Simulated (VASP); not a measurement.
# La2O3 (P-3m1) in VASP: notebook

Runs on La2O3. Level: PBEsol. Tasks: single point.

All numbers are computed with VASP 6.6.1; they aren't measurements. Logs are shortened: lines on timing, memory, paths and dates and some standing lists are left out, and cuts for length are marked.

**1. The cell of the first run**

The structure is trigonal, space group P-3m1 (No. 164). Conventional cell: a = 3.904 Å, b = 3.904 Å, c = 6.071 Å, α = 90.00°, β = 90.00°, γ = 120.00°. Within 3.1 Å of La (site symmetry 3m) lie 7 O at 2.35 to 2.70 Å. O (site symmetry -3m) has 6 La at 2.70 Å and 6 O at 3.11 Å within 3.6 Å. O (site symmetry 3m) has 4 La at 2.35 to 2.43 Å and 3 O at 2.87 Å within 3.1 Å.

**2. Single point, PBEsol (volume scaled by 0.98)**

INCAR

```
SYSTEM = La2O3
  PREC = Accurate
  ENCUT = 520
  EDIFF = 1E-6
  ISMEAR = -1
  SIGMA = 0.05
  LREAL = .FALSE.
  LASPH = .TRUE.
  NELM = 80
  ALGO = Normal
  ISIF = 2
  LWAVE = .FALSE.
  LCHARG = .FALSE.
  GGA = PS
  NBANDS = 28
```

KPOINTS

```
regular mesh
0
G
  8 8 5
  0 0 0
```

POSCAR

```
La2O3
1.0
    3.9043960235      0.0000000000      0.0000000000
   -1.9521980118      3.3813061428      0.0000000000
    0.0000000000      0.0000000000      6.0709324617
La O
2 3
Direct
    0.3333333333      0.6666666667      0.2462356800
    0.6666666667      0.3333333333      0.7537643200
    0.0000000000      0.0000000000      0.0000000000
    0.3333333333      0.6666666667      0.6458906500
    0.6666666667      0.3333333333      0.3541093500
```

Potentials or basis: VASP PAW PBE potentials, release 64 (La, O).

The run is started by

```console
$ cat potpaw_PBE.64/La/POTCAR potpaw_PBE.64/O/POTCAR > POTCAR
$ mpirun -np 1 vasp_std > vasp.out
```

OUTCAR:

```text
SYSTEM = La2O3
   PREC = Accurate
   ENCUT = 520
   EDIFF = 1E-6
   ISMEAR = -1
   LREAL = .FALSE.
   LASPH = .TRUE.
   NELM = 80
   ISIF = 2
   GGA = PS

 ion  position               nearest neighbor table
   1  0.333  0.667  0.246-   5 2.35   5 2.35   5 2.35   4 2.43   3 2.70   3 2.70   3 2.70
   2  0.667  0.333  0.754-   4 2.35   4 2.35   4 2.35   5 2.43   3 2.70   3 2.70   3 2.70
   3  0.000  0.000  0.000-   1 2.70   2 2.70   2 2.70   1 2.70   2 2.70   1 2.70
   4  0.333  0.667  0.646-   2 2.35   2 2.35   2 2.35   1 2.43
   5  0.667  0.333  0.354-   1 2.35   1 2.35   1 2.35   2 2.43

  LATTYP: Found a hexagonal cell.
 ALAT       =     3.9043960235
 C/A-ratio  =     1.5548966921

  Lattice vectors:

 A1 = (   3.9043960235,   0.0000000000,   0.0000000000)
 A2 = (  -1.9521980118,   3.3813061428,   0.0000000000)
 A3 = (   0.0000000000,   0.0000000000,   6.0709324617)

Analysis of symmetry for initial positions (statically):
=====================================================================
 Subroutine PRICEL returns:
 Original cell was already a primitive cell.

 Routine SETGRP: Setting up the symmetry group for a
 hexagonal supercell.

 Subroutine GETGRP returns: Found 12 space group operations
 (whereof 12 operations were pure point group operations)
 out of a pool of 24 trial point group operations.

The static configuration has the point symmetry D_3d.

Analysis of symmetry for dynamics (positions and initial velocities):
=====================================================================
 Subroutine PRICEL returns:
 Original cell was already a primitive cell.

 Routine SETGRP: Setting up the symmetry group for a
 hexagonal supercell.

 Subroutine GETGRP returns: Found 12 space group operations
 (whereof 12 operations were pure point group operations)
 out of a pool of 24 trial point group operations.

The dynamic configuration has the point symmetry D_3d.

 Subroutine INISYM returns: Found 12 space group operations
 (whereof 12 operations are pure point group operations),
 and found     1 'primitive' translations

----------------------------------------------------------------------------------------

                                     Primitive cell

  volume of cell :      80.1482

  direct lattice vectors                    reciprocal lattice vectors
     3.904396023  0.000000000  0.000000000     0.256121560  0.147871852  0.000000000
    -1.952198012  3.381306143  0.000000000     0.000000000  0.295743703  0.000000000
     0.000000000  0.000000000  6.070932462     0.000000000  0.000000000  0.164719342

  length of vectors
     3.904396023  3.904396024  6.070932462     0.295743703  0.295743703  0.164719342

  position of ions in fractional coordinates (direct lattice)
     0.333333333  0.666666667  0.246235680
     0.666666667  0.333333333  0.753764320
     0.000000000  0.000000000  0.000000000
     0.333333333  0.666666667  0.645890650
     0.666666667  0.333333333  0.354109350

  ion indices of the primitive-cell ions
   primitive index   ion index
                 1           1
                 2           2
                 3           3
                 4           4
                 5           5

----------------------------------------------------------------------------------------

 KPOINTS: regular mesh

Automatic generation of k-mesh.
 Grid dimensions read from file:
 generate k-points for:    8    8    5

 Generating k-lattice:

  Cartesian coordinates                     Fractional coordinates (reciprocal lattice)
     0.032015195  0.018483981  0.000000000     0.125000000  0.000000000  0.000000000
     0.000000000  0.036967963  0.000000000     0.000000000  0.125000000  0.000000000
     0.000000000  0.000000000  0.032943868     0.000000000  0.000000000  0.200000000

  Length of vectors
     0.036967963  0.036967963  0.032943868

  Shift w.r.t. Gamma in fractional coordinates (k-lattice)
     0.000000000  0.000000000  0.000000000

 Subroutine IBZKPT returns following result:
 ===========================================

 Found     40 irreducible k-points:

 Following reciprocal coordinates:
            Coordinates               Weight
  0.000000  0.000000  0.000000      1.000000
  0.125000  0.000000  0.000000      6.000000
  0.250000  0.000000  0.000000      6.000000
  0.375000  0.000000  0.000000      6.000000
  0.500000  0.000000  0.000000      3.000000
  0.125000  0.125000  0.000000      6.000000
[... 16 lines left out ...]
 -0.125000  0.500000  0.200000     12.000000
  0.250000  0.250000  0.200000     12.000000
 [... further k-points ...]
   k-points           NKPTS =     40   k-points in BZ     NKDIM =     40   number of bands    NBANDS=     28
   number of dos      NEDOS =    301   number of ions     NIONS =      5
   total plane-waves  NPLWV =  43200
   dimension x,y,z NGX =    30 NGY =   30 NGZ =   48
   dimension x,y,z NGXF=    60 NGYF=   60 NGZF=   96
   ions per type =               2   3
   NGX,Y,Z   is equivalent  to a cutoff of  12.77, 12.77, 13.14 a.u.
   NGXF,Y,Z  is equivalent  to a cutoff of  25.55, 25.55, 26.29 a.u.
 SYSTEM =  La2O3
   PREC   = accura    normal or accurate (medium, high low for compatibility)
   ISTART =      0    job   : 0-new  1-cont  2-samecut
   ICHARG =      2    charge: 1-file 2-atom 10-const
   ISPIN  =      1    spin polarized calculation?
   LNONCOLLINEAR =      F non collinear calculations
   LSORBIT =      F    spin-orbit coupling
   LASPH  =      T    aspherical Exc in radial PAW
   ENCUT  =  520.0 eV  38.22 Ry    6.18 a.u.   7.26  7.26 11.29*2*pi/ulx,y,z
   NELM   =     80;   NELMIN=  2; NELMDL= -5     # of ELM steps
   EDIFF  = 0.1E-05   stopping-criterion for ELM
   LREAL  =      F    real-space projection
   EDIFFG = 0.1E-04   stopping-criterion for IOM
   NSW    =      0    number of steps for IOM
   IBRION =     -1    ionic relax: 0-MD 1-quasi-New 2-CG
   NFREE  =      0    steps in history (QN), initial steepest desc. (CG)
   ISIF   =      2    stress and relaxation
   ISYM   =      2    0-nonsym 1-usesym 2-fastsym
   POTIM  = 0.5000    time-step for ionic-motion
   TEBEG  =    0.0;   TEEND  =   0.0 temperature during run
   PSTRESS=    0.0 pullay stress
   NELECT =      40.0000    total number of electrons
   NUPDOWN=      -1.0000    fix difference up-down
   EMIN   =  10.00;   EMAX   =-10.00  energy-range for DOS
   EFERMI =   0.00;   METHOD = LEGACY
   ISMEAR =    -1;   SIGMA  =   0.05  broadening in eV -4-tet -1-fermi 0-gaus
   EFERMI_NEDOS =   21; number of points for ismear=-14 and -15
   IALGO  =     38    algorithm
   IMIX   =      4    mixing-type and parameters
     AMIX     =   0.40;   BMIX     =  1.00
     AMIX_MAG =   1.60;   BMIX_MAG =  1.00
  volume/ion in A,a.u.               =      16.03       108.17
  Fermi-wavevector in a.u.,A,eV,Ry     =   1.298565  2.453931 22.943098  1.686270
  Thomas-Fermi vector in A             =   2.429885
   LORBIT       =      0    0 simple, 1 ext, 2 COOP (PROOUT), +10 PAW based schemes
   GGA     = PS    functional components
   LHFCALC =     F    Hartree Fock is set to
   AEXX    =    0.0000 exact exchange contribution
   IVDW    =     0    specifies the selected vdW correction
   LEPSILON=     F    determine dielectric tensor
   LRPA    =     F    only Hartree local field effects (RPA)
 non-spin polarized calculation
  energy-cutoff  :      520.00
  volume of cell :       80.15
 maximum number of plane-waves:      2189
 NGX is ok and might be reduce to    30
   NGX = 15   NGY = 15   NGZ = 23

 number of electron      39.9999996 magnetization

 Free energy of the ion-electron system (eV)
  ---------------------------------------------------
  ext. energy  EPLUGINS =         0.00000000
  ---------------------------------------------------
  free energy    TOTEN  =       -43.70855195 eV

  energy without entropy =      -43.70855195  energy(sigma->0) =      -43.70855195

 E-fermi :   7.1039     XC(G=0): -10.8227

 val. band max:        6.0005661703   @ k =   0.2500   0.2500   0.4000
 cond. band min:       9.8462316215   @ k =   0.3750   0.2500   0.0000
 fundamental gap:      3.8456654512
 Fermi energy:         7.1038775861

 k-point     1 :       0.0000    0.0000    0.0000
  band No.  band energies     occupation
      1     -23.6751      2.00000
      2     -23.4012      2.00000
      3     -10.9440      2.00000
      4      -9.6283      2.00000
      5      -9.1700      2.00000
      6      -7.1393      2.00000
[... 20 lines left out ...]
     27      11.5816      0.00000
     28      11.8277      0.00000

 k-point     2 :       0.1250    0.0000    0.0000
  band No.  band energies     occupation
      1     -23.6452      2.00000
      2     -23.3889      2.00000
      3     -10.9393      2.00000
      4      -9.9300      2.00000
      5      -9.3931      2.00000
      6      -7.2085      2.00000
[... 20 lines left out ...]
     27      11.6894      0.00000
     28      11.8388      0.00000

 k-point     3 :       0.2500    0.0000    0.0000
  band No.  band energies     occupation
      1     -23.5682      2.00000
      2     -23.3622      2.00000
      3     -11.0174      2.00000
      4     -10.5243      2.00000
      5      -9.6091      2.00000
      6      -7.3577      2.00000
[... 20 lines left out ...]
     27      11.6927      0.00000
     28      11.7498      0.00000

 k-point     4 :       0.3750    0.0000    0.0000
  band No.  band energies     occupation
      1     -23.4797      2.00000
      2     -23.3449      2.00000
      3     -11.2010      2.00000
      4     -11.0279      2.00000
      5      -9.4842      2.00000
      6      -7.5453      2.00000
[... 20 lines left out ...]
     27      11.6343      0.00000
     28      11.6434      0.00000

 k-point     5 :       0.5000    0.0000    0.0000
  band No.  band energies     occupation
      1     -23.4343      2.00000
      2     -23.3458      2.00000
      3     -11.2621      2.00000
      4     -11.2503      2.00000
      5      -9.3353      2.00000
      6      -7.8087      2.00000
[... 20 lines left out ...]
     27      11.5763      0.00000
     28      11.6356      0.00000

 k-point     6 :       0.1250    0.1250    0.0000
  band No.  band energies     occupation
      1     -23.5916      2.00000
      2     -23.3694      2.00000
      3     -10.9797      2.00000
      4     -10.3428      2.00000
      5      -9.6168      2.00000
      6      -7.3454      2.00000
[... 463 lines left out ...]
      5      -9.4638      2.00000
      6      -7.5851      2.00000
[... 20 lines left out ...]
     27      11.6339      0.00000
     28      11.6862      0.00000

 k-point    22 :       0.3750    0.1250    0.2000
  band No.  band energies     occupation
      1     -23.4264      2.00000
      2     -23.3536      2.00000
      3     -11.3502      2.00000
      4     -11.1333      2.00000
      5      -9.5247      2.00000
      6      -7.6061      2.00000
[... 20 lines left out ...]
     27      11.6123      0.00000
     28      11.6252      0.00000

 k-point    23 :      -0.1250    0.5000    0.2000
  band No.  band energies     occupation
      1     -23.4271      2.00000
      2     -23.3528      2.00000
      3     -11.3218      2.00000
      4     -11.1944      2.00000
      5      -9.4166      2.00000
      6      -7.6679      2.00000
[... 20 lines left out ...]
     27      11.6224      0.00000
     28      11.6618      0.00000

 k-point    24 :       0.2500    0.2500    0.2000
  band No.  band energies     occupation
      1     -23.4276      2.00000
      2     -23.3526      2.00000
      3     -11.2874      2.00000
      4     -11.1332      2.00000
      5      -9.6429      2.00000
      6      -7.6192      2.00000
[... 20 lines left out ...]
     27      11.5971      0.00000
     28      11.6747      0.00000

 [... further k-points ...]

------------------------ aborting loop because EDIFF is reached ----------------------------------------

  FORCE on cell =-STRESS in cart. coord.  units (eV):
  Direction    XX          YY          ZZ          XY          YZ          ZX
  --------------------------------------------------------------------------------------
  -------------------------------------------------------------------------------------
  Total       -0.1966966     -0.1966966     -0.3460280      0.0000000      0.0000000     -0.0000000
  in kB       -3.9320023     -3.9320023     -6.9171636      0.0000000      0.0000000     -0.0000000
  external PRESSURE =      -4.9270560 kB  Pullay stress =       0.0000000 kB

 VOLUME and BASIS-vectors are now :
 -----------------------------------------------------------------------------
  energy-cutoff  :      520.00
  volume of cell :       80.15
      direct lattice vectors                 reciprocal lattice vectors
     3.904396023  0.000000000  0.000000000     0.256121560  0.147871852  0.000000000
    -1.952198012  3.381306143  0.000000000     0.000000000  0.295743703  0.000000000
     0.000000000  0.000000000  6.070932462     0.000000000  0.000000000  0.164719342

 POSITION                                       TOTAL-FORCE (eV/Angst)
 -----------------------------------------------------------------------------------
     -0.00000      2.25420      1.49488         0.000000      0.000000     -0.056147
      1.95220      1.12710      4.57605        -0.000000      0.000000      0.056147
      0.00000      0.00000      0.00000        -0.000000      0.000000      0.000000
     -0.00000      2.25420      3.92116         0.000000     -0.000000     -0.027560
      1.95220      1.12710      2.14977        -0.000000      0.000000      0.027560
 -----------------------------------------------------------------------------------
    total drift:                               -0.000000      0.000000      0.000000

  FREE ENERGIE OF THE ION-ELECTRON SYSTEM (eV)
  ---------------------------------------------------
  free  energy   TOTEN  =       -43.7085519451 eV

  energy  without entropy=      -43.7085519450  energy(sigma->0) =      -43.70855195
```

Wall time 56 s (1 thread of Intel Xeon 6975P-C (Granite Rapids), shared host); peak memory 0.24 GiB.

Results:

| Item | Value |
| --- | --- |
| Free energy | -43.7086 eV |
| Pressure | -0.5 GPa |
| Largest force | 0.056 eV/Å |
| Band gap on the k mesh | 3.85 eV, indirect (least direct gap 3.97 eV) |

Forces on the atoms (eV/Å):
```
La   0.000  0.000 -0.056
La   0.000  0.000  0.056
O    0.000  0.000  0.000
O    0.000  0.000 -0.028
O    0.000  0.000  0.028
```

Levels at points of the mesh, in eV from the valence-band top:
```
           k point  band 16  band 17  band 18  band 19  band 20  band 21  band 22  band 23  band 24  band 25
(0.00, 0.00, 0.00)    -2.12    -1.72    -0.39    -0.39    -0.12     4.31     4.64     4.64     5.23     5.57
(0.50, 0.00, 0.00)    -0.75    -0.73    -0.65    -0.39    -0.29     3.85     4.81     5.35     5.36     5.47
```

Caveat: the cell differs from its parent crystal (volume scaled by 0.98); the PAW data sets were made with another functional, which shifts forces and pressure a little; spin-orbit coupling is left out, which moves the levels of the heavy elements.

**3. Single point, PBEsol**

This run uses another cell than the first one, of 16.36 Å³/atom, 1.020 times its volume.

INCAR

```
  PREC = Accurate
  ENCUT = 520
  EDIFF = 1E-6
  ISMEAR = -1
  SIGMA = 0.05
  LREAL = F
  LASPH = T
  NELM = 80
  ALGO = Normal
  ISIF = 2
  LWAVE = F
  LCHARG = F
  GGA = PS
  NBANDS = 28
```

KPOINTS

```
regular mesh
0
Gamma
  8 8 5
```

Changes to POSCAR since step 2:

```diff
@@ -2,5 +2,5 @@
 1.0
-    3.9043960235      0.0000000000      0.0000000000
-   -1.9521980118      3.3813061428      0.0000000000
-    0.0000000000      0.0000000000      6.0709324617
+    3.9307778780      0.0000000000      0.0000000000
+   -1.9653889390      3.4041534990      0.0000000000
+    0.0000000000      0.0000000000      6.1119535200
 La O
```

Potentials or basis: VASP PAW PBE potentials, release 64 (La, O).

The run is started by

```console
$ cat potpaw_PBE.64/La/POTCAR potpaw_PBE.64/O/POTCAR > POTCAR
$ mpirun -np 1 vasp_std > vasp.out
```

Wall time 64 s (1 thread of Intel Xeon 6975P-C (Granite Rapids), shared host); peak memory 0.25 GiB.

Results (log left out):

| Item | Value |
| --- | --- |
| Free energy | -43.6910 eV |
| Pressure | -3.2 GPa |
| Largest force | 0.099 eV/Å |
| Band gap on the k mesh | 3.83 eV, indirect (least direct gap 3.98 eV) |

Forces on the atoms (eV/Å):
```
La   0.000  0.000  0.099
La   0.000  0.000 -0.099
O    0.000  0.000  0.000
O    0.000  0.000 -0.004
O    0.000  0.000  0.004
```

Stress tensor (GPa, compression positive):
```
-3.32  0.00  0.00
 0.00 -3.32  0.00
 0.00  0.00 -2.94
```

Levels at points of the mesh, in eV from the valence-band top:
```csv
k point,band 18,band 19,band 20,band 21,band 22,band 23
"(0.00, 0.00, 0.00)",-0.36,-0.36,-0.09,4.27,4.60,4.60
"(0.50, 0.00, 0.00)",-0.62,-0.39,-0.27,3.83,4.76,5.27
```

Caveat: the PAW data sets were made with another functional, which shifts forces and pressure a little; spin-orbit coupling is left out, which moves the levels of the heavy elements. Expect the measured gap to be larger: semilocal functionals such as PBEsol lack the derivative discontinuity.

**4. Single point, PBEsol**

This run uses another cell than the first one, of 16.36 Å³/atom, 1.020 times its volume.

INCAR

```
SYSTEM = La2O3
ALGO = Normal
EDIFF = 1E-6
ENCUT = 520
GGA = PS
ISIF = 2
ISMEAR = -1
LASPH = .True.
LCHARG = .False.
LREAL = .False.
LWAVE = .False.
NBANDS = 28
NELM = 100
PREC = Accurate
SIGMA = 0.05
```

KPOINTS

```
k-points
0
Gamma
  8 8 5
  0 0 0
```

POSCAR is that of step 3.

The run is started by

```console
$ cat potpaw_PBE.64/La/POTCAR potpaw_PBE.64/O/POTCAR > POTCAR
$ mpirun -np 1 vasp_std > vasp.out
```

Wall time 59 s (1 thread of Intel Xeon 6975P-C (Granite Rapids), shared host); peak memory 0.25 GiB.

Results (log left out):

```yaml
Free_energy: -43.6910 eV
Pressure: -3.2 GPa
Largest_force: 0.099 eV/Å
Band_gap_on_the_k_mesh: 3.83 eV, indirect (least direct gap 3.98 eV)
```

Forces in eV/Å, atoms in the order of the input:
```
La   0.000  0.000  0.099
La   0.000  0.000 -0.099
O    0.000  0.000  0.000
O    0.000  0.000 -0.004
O    0.000  0.000  0.004
```

Stress tensor (GPa, compression positive):
```
-3.32  0.00  0.00
 0.00 -3.32  0.00
 0.00  0.00 -2.94
```

Levels at points of the mesh, in eV from the valence-band top:
| k point | band 17 | band 18 | band 19 | band 20 | band 21 | band 22 | band 23 | band 24 |
| --- | --- | --- | --- | --- | --- | --- | --- | --- |
| (0.00, 0.00, 0.00) | -1.66 | -0.36 | -0.36 | -0.09 | 4.27 | 4.60 | 4.60 | 5.12 |
| (0.50, 0.00, 0.00) | -0.70 | -0.62 | -0.39 | -0.27 | 3.83 | 4.76 | 5.27 | 5.28 |

Caveat: the PAW data sets were made with another functional, which shifts forces and pressure a little; spin-orbit coupling is left out, which moves the levels of the heavy elements. As with any semilocal functional, this PBEsol gap is likely too small.
